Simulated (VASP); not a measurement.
# CO2 in VASP: notebook

The runs below take CO2 through single point, with PBE+D3(BJ).

Everything below comes from runs of VASP 6.6.1. Logs are shortened: lines on timing, memory, paths and dates and some standing lists are left out, and cuts for length are marked.

**1. The cell of the first run**

The cell holds an amorphous packing of atoms, 18 atoms: a = 7.580 Å, b = 7.580 Å, c = 7.580 Å, α = 90.00°, β = 90.00°, γ = 90.00°.

**2. Single point, PBE+D3(BJ)**

Contents of INCAR:

```
SYSTEM = CO2
PREC = Accurate ; ENCUT = 520
EDIFF = 1E-6 ; ISMEAR = -1
SIGMA = 0.05 ; LREAL = Auto
LASPH = .TRUE. ; NELM = 100
ALGO = Normal ; ISIF = 2
LWAVE = .FALSE. ; LCHARG = .FALSE.
GGA = PE ; IVDW = 12
NBANDS = 63
```

Contents of KPOINTS:

```
Automatic mesh
0
G
  1 1 1
  0 0 0
```

Contents of POSCAR:

```
CO2
1.0
    7.5804670000      0.0000000000      0.0000000000
    0.0000000000      7.5804670000      0.0000000000
    0.0000000000      0.0000000000      7.5804670000
C O
6 12
Direct
    0.0573447520      0.6469786096      0.1087795778
    0.0510258801      0.1562040967      0.7559428726
    0.6648534978      0.4433631859      0.6814751651
    0.5157993564     -0.0413562911     -0.0465538601
    0.5094541009      0.9615370663      0.4305011815
    0.0322539495      0.1466268503      0.2288381441
    0.1103098266      0.5273553727      0.0257503924
   -0.0273597919      0.7560088316      0.1774956609
    0.1229079950      0.0503135229      0.8427053373
   -0.0215817838      0.2484807334      0.6605265876
    0.7236889231      0.4865399454      0.8188809476
    0.5886444727      0.4135761029      0.5500848431
    0.4225069511     -0.1120379523      0.0526748550
    0.6066380871      0.0242201437     -0.1454132048
    0.6181545279      1.0386167501      0.3456515278
    0.4250925438      0.8676510299      0.5209177746
   -0.1135550092      0.1280396049      0.1677469211
    0.1685384291      0.1732610933      0.2885178446
```

Potentials or basis: VASP PAW PBE potentials, release 64 (C, O).

The run is started by

```sh
> cat potpaw_PBE.64/C/POTCAR potpaw_PBE.64/O/POTCAR > POTCAR
> mpirun -np 1 vasp_gam > vasp.out
```

OUTCAR:

```text
SYSTEM = CO2
   PREC = Accurate
   ENCUT = 520
   EDIFF = 1E-6
   ISMEAR = -1
   LREAL = Auto
   LASPH = .TRUE.
   NELM = 100
   ISIF = 2
   GGA = PE
   IVDW = 12
 IVDW          = 12

 ion  position               nearest neighbor table
   1  0.057  0.647  0.109-   8 1.17   7 1.17
   2  0.051  0.156  0.756-  10 1.15   9 1.17
   3  0.665  0.443  0.681-  12 1.17  11 1.18
   4  0.516  0.959  0.953-  14 1.13  13 1.16
   5  0.509  0.962  0.431-  16 1.18  15 1.20
   6  0.032  0.147  0.229-  18 1.15  17 1.21
   7  0.110  0.527  0.026-   1 1.17
   8  0.973  0.756  0.177-   1 1.17
   9  0.123  0.050  0.843-   2 1.17
  10  0.978  0.248  0.661-   2 1.15
  11  0.724  0.487  0.819-   3 1.18
  12  0.589  0.414  0.550-   3 1.17
  13  0.423  0.888  0.053-   4 1.16
  14  0.607  0.024  0.855-   4 1.13
  15  0.618  0.039  0.346-   5 1.20
  16  0.425  0.868  0.521-   5 1.18
  17  0.886  0.128  0.168-   6 1.21
  18  0.169  0.173  0.289-   6 1.15

  LATTYP: Found a simple cubic cell.
 ALAT       =     7.5804670000

  Lattice vectors:

 A1 = (   7.5804670000,   0.0000000000,   0.0000000000)
 A2 = (   0.0000000000,   7.5804670000,   0.0000000000)
 A3 = (   0.0000000000,   0.0000000000,   7.5804670000)

Analysis of symmetry for initial positions (statically):
=====================================================================
 Subroutine PRICEL returns:
 Original cell was already a primitive cell.

 Routine SETGRP: Setting up the symmetry group for a
 simple cubic supercell.

 Subroutine GETGRP returns: Found  1 space group operations
 (whereof  1 operations were pure point group operations)
 out of a pool of 48 trial point group operations.

The static configuration has the point symmetry C_1 .

Analysis of symmetry for dynamics (positions and initial velocities):
=====================================================================
 Subroutine PRICEL returns:
 Original cell was already a primitive cell.

 Routine SETGRP: Setting up the symmetry group for a
 simple cubic supercell.

 Subroutine GETGRP returns: Found  1 space group operations
 (whereof  1 operations were pure point group operations)
 out of a pool of 48 trial point group operations.

The dynamic configuration has the point symmetry C_1 .

 Subroutine INISYM returns: Found  1 space group operations
 (whereof  1 operations are pure point group operations),
 and found     1 'primitive' translations

----------------------------------------------------------------------------------------

                                     Primitive cell

  volume of cell :     435.6000

  direct lattice vectors                    reciprocal lattice vectors
     7.580467000  0.000000000  0.000000000     0.131917994  0.000000000  0.000000000
     0.000000000  7.580467000  0.000000000     0.000000000  0.131917994  0.000000000
     0.000000000  0.000000000  7.580467000     0.000000000  0.000000000  0.131917994

  length of vectors
     7.580467000  7.580467000  7.580467000     0.131917994  0.131917994  0.131917994

  position of ions in fractional coordinates (direct lattice)
     0.057344752  0.646978610  0.108779578
     0.051025880  0.156204097  0.755942873
     0.664853498  0.443363186  0.681475165
     0.515799356  0.958643709  0.953446140
     0.509454101  0.961537066  0.430501181
     0.032253950  0.146626850  0.228838144
[... 10 lines left out ...]
     0.886444991  0.128039605  0.167746921
     0.168538429  0.173261093  0.288517845

  ion indices of the primitive-cell ions
   primitive index   ion index
                 1           1
                 2           2
                 3           3
                 4           4
                 5           5
                 6           6
[... 10 lines left out ...]
                17          17
                18          18

----------------------------------------------------------------------------------------

 KPOINTS: Automatic mesh

Automatic generation of k-mesh.
 Grid dimensions read from file:
 generate k-points for:    1    1    1

 Generating k-lattice:

  Cartesian coordinates                     Fractional coordinates (reciprocal lattice)
     0.131917994  0.000000000  0.000000000     1.000000000  0.000000000  0.000000000
     0.000000000  0.131917994  0.000000000     0.000000000  1.000000000  0.000000000
     0.000000000  0.000000000  0.131917994     0.000000000  0.000000000  1.000000000

  Length of vectors
     0.131917994  0.131917994  0.131917994

  Shift w.r.t. Gamma in fractional coordinates (k-lattice)
     0.000000000  0.000000000  0.000000000

 Subroutine IBZKPT returns following result:
 ===========================================

 Found      1 irreducible k-points:

 Following reciprocal coordinates:
            Coordinates               Weight
  0.000000  0.000000  0.000000      1.000000
   k-points           NKPTS =      1   k-points in BZ     NKDIM =      1   number of bands    NBANDS=     63
   number of dos      NEDOS =    301   number of ions     NIONS =     18
   total plane-waves  NPLWV = 175616
   dimension x,y,z NGX =    56 NGY =   56 NGZ =   56
   dimension x,y,z NGXF=   112 NGYF=  112 NGZF=  112
   ions per type =               6  12
   NGX,Y,Z   is equivalent  to a cutoff of  12.28, 12.28, 12.28 a.u.
   NGXF,Y,Z  is equivalent  to a cutoff of  24.56, 24.56, 24.56 a.u.
 SYSTEM =  CO2
   PREC   = accura    normal or accurate (medium, high low for compatibility)
   ISTART =      0    job   : 0-new  1-cont  2-samecut
   ICHARG =      2    charge: 1-file 2-atom 10-const
   ISPIN  =      1    spin polarized calculation?
   LNONCOLLINEAR =      F non collinear calculations
   LSORBIT =      F    spin-orbit coupling
   LASPH  =      T    aspherical Exc in radial PAW
   ENCUT  =  520.0 eV  38.22 Ry    6.18 a.u.  14.09 14.09 14.09*2*pi/ulx,y,z
   NELM   =    100;   NELMIN=  2; NELMDL= -5     # of ELM steps
   EDIFF  = 0.1E-05   stopping-criterion for ELM
   LREAL  =      T    real-space projection
   EDIFFG = 0.1E-04   stopping-criterion for IOM
   NSW    =      0    number of steps for IOM
   IBRION =     -1    ionic relax: 0-MD 1-quasi-New 2-CG
   NFREE  =      0    steps in history (QN), initial steepest desc. (CG)
   ISIF   =      2    stress and relaxation
   ISYM   =      2    0-nonsym 1-usesym 2-fastsym
   POTIM  = 0.5000    time-step for ionic-motion
   TEBEG  =    0.0;   TEEND  =   0.0 temperature during run
   PSTRESS=    0.0 pullay stress
   NELECT =      96.0000    total number of electrons
   NUPDOWN=      -1.0000    fix difference up-down
   EMIN   =  10.00;   EMAX   =-10.00  energy-range for DOS
   EFERMI =   0.00;   METHOD = LEGACY
   ISMEAR =    -1;   SIGMA  =   0.05  broadening in eV -4-tet -1-fermi 0-gaus
   EFERMI_NEDOS =   21; number of points for ismear=-14 and -15
   IALGO  =     38    algorithm
   IMIX   =      4    mixing-type and parameters
     AMIX     =   0.40;   BMIX     =  1.00
     AMIX_MAG =   1.60;   BMIX_MAG =  1.00
  volume/ion in A,a.u.               =      24.20       163.31
  Fermi-wavevector in a.u.,A,eV,Ry     =   0.988863  1.868679 13.304446  0.977849
  Thomas-Fermi vector in A             =   2.120420
   LORBIT       =      0    0 simple, 1 ext, 2 COOP (PROOUT), +10 PAW based schemes
   GGA     = PE    functional components
   LHFCALC =     F    Hartree Fock is set to
   AEXX    =    0.0000 exact exchange contribution
   IVDW    =    12    specifies the selected vdW correction
   LEPSILON=     F    determine dielectric tensor
   LRPA    =     F    only Hartree local field effects (RPA)
 non-spin polarized calculation
  energy-cutoff  :      520.00
  volume of cell :      435.60
 maximum number of plane-waves:      5877
   NGX = 29   NGY = 29   NGZ = 29

 number of electron      95.9999999 magnetization

 Free energy of the ion-electron system (eV)
  ---------------------------------------------------
  ext. energy  EPLUGINS =         0.00000000
  ---------------------------------------------------
  free energy    TOTEN  =      -137.39191589 eV

  energy without entropy =     -137.39191589  energy(sigma->0) =     -137.39191589

 E-fermi :  -4.2057     XC(G=0):  -5.7547

 val. band max:       -5.5113081201   @ k =   0.0000   0.0000   0.0000
 cond. band min:       0.5948315849   @ k =   0.0000   0.0000   0.0000
 fundamental gap:      6.1061397050
 Fermi energy:        -4.2057021293

 k-point     1 :       0.0000    0.0000    0.0000
  band No.  band energies     occupation
      1     -26.5232      2.00000
      2     -26.4938      2.00000
      3     -26.1598      2.00000
      4     -26.1170      2.00000
      5     -25.9172      2.00000
      6     -25.7717      2.00000
[... 52 lines left out ...]
     59       2.8879      0.00000
     60       3.0039      0.00000
 [bands above 60 left out]

------------------------ aborting loop because EDIFF is reached ----------------------------------------

 Edisp (eV)   -0.73193

 E8    (eV) :    -0.1830

  FORCE on cell =-STRESS in cart. coord.  units (eV):
  Direction    XX          YY          ZZ          XY          YZ          ZX
  --------------------------------------------------------------------------------------
  -------------------------------------------------------------------------------------
  Total       3.30462     3.10028     4.51200    -0.44239    -2.48664    -1.46514
  in kB      12.15472    11.40314    16.59554    -1.62716    -9.14611    -5.38892
  external pressure =       13.38 kB  Pullay stress =        0.00 kB

 VOLUME and BASIS-vectors are now :
 -----------------------------------------------------------------------------
  energy-cutoff  :      520.00
  volume of cell :      435.60
      direct lattice vectors                 reciprocal lattice vectors
     7.580467000  0.000000000  0.000000000     0.131917994  0.000000000  0.000000000
     0.000000000  7.580467000  0.000000000     0.000000000  0.131917994  0.000000000
     0.000000000  0.000000000  7.580467000     0.000000000  0.000000000  0.131917994

 POSITION                                       TOTAL-FORCE (eV/Angst)
 -----------------------------------------------------------------------------------
      0.43470      4.90440      0.82460        -1.187636     -0.801237     -0.933423
      0.38680      1.18410      5.73040         1.030184     -2.038808      1.080141
      5.03990      3.36090      5.16590        -0.626367      0.735596      0.702094
      3.91000      7.26697      7.22757        -2.048989     -1.645995      2.204938
      3.86190      7.28890      3.26340         2.305850      0.130984     -0.731731
      0.24450      1.11150      1.73470        -5.390191     -0.442949     -2.279855
[... 10 lines left out ...]
      6.71967      0.97060      1.27160         2.730515      0.376014      0.774562
      1.27760      1.31340      2.18710         2.950282      0.300193      1.308994
 -----------------------------------------------------------------------------------
    total drift:                               -0.000933      0.011400      0.015248

  FREE ENERGIE OF THE ION-ELECTRON SYSTEM (eV)
  ---------------------------------------------------
  free  energy   TOTEN  =      -138.1238497616 eV

  energy  without entropy=     -138.1238497616  energy(sigma->0) =     -138.12384976
```

It took 29 s on 1 thread of Intel Xeon 6975P-C (Granite Rapids), shared host; peak memory 0.38 GiB.

What came out:

```
Free energy                : -138.1238 eV
Pressure                   : 1.3 GPa
Largest force              : 5.869 eV/Å
Band gap on the k mesh     : 6.11 eV
Dispersion energy per atom : -0.041 eV
```

Forces on the atoms (eV/Å):
```
C   -1.188 -0.801 -0.933
C    1.030 -2.039  1.080
C   -0.626  0.736  0.702
C   -2.049 -1.646  2.205
C    2.306  0.131 -0.732
C   -5.390 -0.443 -2.280
O    0.965 -0.168  0.093
O    0.288  0.840  0.824
O    0.400 -0.113  0.570
O   -1.338  2.082 -1.767
O    0.264 -0.226 -0.216
O    0.237 -0.380 -0.401
O   -0.948 -0.716  0.952
O    2.971  2.271 -3.207
O   -1.992 -0.537  1.115
O   -0.610  0.334 -0.088
O    2.731  0.376  0.775
O    2.950  0.300  1.309
```

Caveat: the k points lie up to 0.83 Å⁻¹ apart.

**3. Single point, PBE+D3(BJ)**

Contents of INCAR:

```
SYSTEM = CO2
PREC = Accurate
ENCUT = 520
EDIFF = 1E-6
ISMEAR = -1
SIGMA = 0.05
LREAL = Auto
LASPH = .TRUE.
NELM = 60
ALGO = Normal
ISIF = 2
LWAVE = .FALSE.
LCHARG = .TRUE.
GGA = PE
IVDW = 12
LELF = .TRUE.
LVHAR = .TRUE.
NBANDS = 63
```

KPOINTS is that of step 2.

Contents of POSCAR:

```
CO2
1.0
    7.5804670000      0.0000000000      0.0000000000
    0.0000000000      7.5804670000      0.0000000000
    0.0000000000      0.0000000000      7.5804670000
C O
6 12
Direct
    0.0564477096      0.6510812592      0.1510197195
    0.0468704633      0.1310473352      0.6942184433
    0.6568988428      0.4027720192      0.7467481885
    0.5169734266     -0.0305785910     -0.0409605371
    0.4911306916      0.9732513841      0.4755116011
    0.0589409597      0.2063593180      0.2285083492
    0.1723772427      0.5677882378      0.0895327425
   -0.0501156459      0.7390705612      0.2129288341
    0.0935430495      0.0171757228      0.7818119913
   -0.0247346239      0.2321492858      0.5993957892
    0.7221454826      0.3907015227      0.8872672356
    0.5862699488      0.4132067325      0.6122314100
    0.4183383425     -0.0880816446      0.0575030536
    0.6124160952      0.0128751962     -0.1477349614
    0.5865601684      1.0898009318      0.4400520443
    0.4076925604      0.8550660533      0.5168678922
   -0.0678322325      0.1742636700      0.1325643921
    0.1772977839      0.2469900601      0.3155610334
```

Potentials or basis: VASP PAW PBE potentials, release 64 (C, O).

The run is started by

```sh
> cat potpaw_PBE.64/C/POTCAR potpaw_PBE.64/O/POTCAR > POTCAR
> mpirun -np 1 vasp_gam > vasp.out
```

Run time: 33 s. Hardware: 1 thread of Intel Xeon 6975P-C (Granite Rapids), shared host; peak memory 0.38 GiB.

Results (log left out):

| Item | Value |
| --- | --- |
| Free energy | -137.9231 eV |
| Pressure | 2.6 GPa |
| Largest force | 5.971 eV/Å |
| Band gap on the k mesh | 6.11 eV |
| Dispersion energy per atom | -0.041 eV |

Forces in eV/Å, atoms in the order of the input:
```
C    2.442 -1.306 -1.161
C   -2.485  1.918 -2.254
C    0.648 -0.174  1.909
C   -0.707 -0.743  0.546
C    2.521  2.555 -0.750
C   -4.645 -0.886 -3.646
O   -0.197 -0.194 -0.116
O   -2.271  1.582  1.201
O    1.756 -2.161  2.059
O    0.543  0.217  0.506
O    0.192  0.172  0.030
O   -0.887  0.341 -1.880
O   -2.457 -1.043  2.840
O    3.153  1.737 -3.302
O    0.060  0.312 -0.386
O   -2.564 -3.039  0.968
O    3.285  0.590  2.547
O    1.613  0.124  0.889
```

Stress tensor (GPa, compression positive):
```
 2.10  0.53 -2.37
 0.53  2.76 -1.72
-2.37 -1.72  3.00
```

Levels at points of the mesh, in eV from the valence-band top:
```
           k point  band 45  band 46  band 47  band 48  band 49  band 50  band 51  band 52
(0.00, 0.00, 0.00)    -0.26    -0.18    -0.07     0.00     6.11     7.38     7.60     7.79
```

Caveat: the k points lie up to 0.83 Å⁻¹ apart.

[end of part 1 of 2]
